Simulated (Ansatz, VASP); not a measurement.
NaF in VASP and in Ansatz

```
Na F
1.0
     0.00000    2.28845    2.32330
     2.28845    0.00000    2.32330
     2.28845    2.28845    0.00000
Na F
1 1
Direct
  0.00000 0.00000 0.00000
  0.50000 0.50000 0.50000
```

Change from the starting cell: strain -0.015 along x and y, +0.000 along z, atoms carried along.

Alike in both runs: task single point; functional r2SCAN; k mesh 8 × 8 × 8; occupations gaussian, width 0.05 eV; no spin polarisation.

|  | VASP | Ansatz |
| --- | --- | --- |
| version | VASP 6.6.1 | Ansatz 0.2.0 |
| potentials or method | VASP PAW PBE potentials, release 64 (Na_pv, F), cutoff 520 eV | scalar-relativistic, plane waves, PAW |
| valence electrons in the cell | 14 | 16 |

Ansatz gave:

```
gap on the k mesh at the Fermi level (eV)                     : 7.26
least direct gap on the mesh (eV)                             : 7.26
pressure (GPa)                                                : -0.2
traceless stress, the component that is largest in VASP (GPa) : -0.92
```

Problem. Estimate VASP's values.

Solution. gap on the k mesh at the Fermi level (eV): 7.30; least direct gap on the mesh (eV): 7.30; pressure (GPa): -1.0; traceless stress, the component that is largest in VASP (GPa): -0.82.

VASP's potentials were made for PBE, not for r2SCAN. VASP's potentials hold 14 valence electrons a cell and Ansatz's 16, so a difference there can come from the potentials and not from the codes.
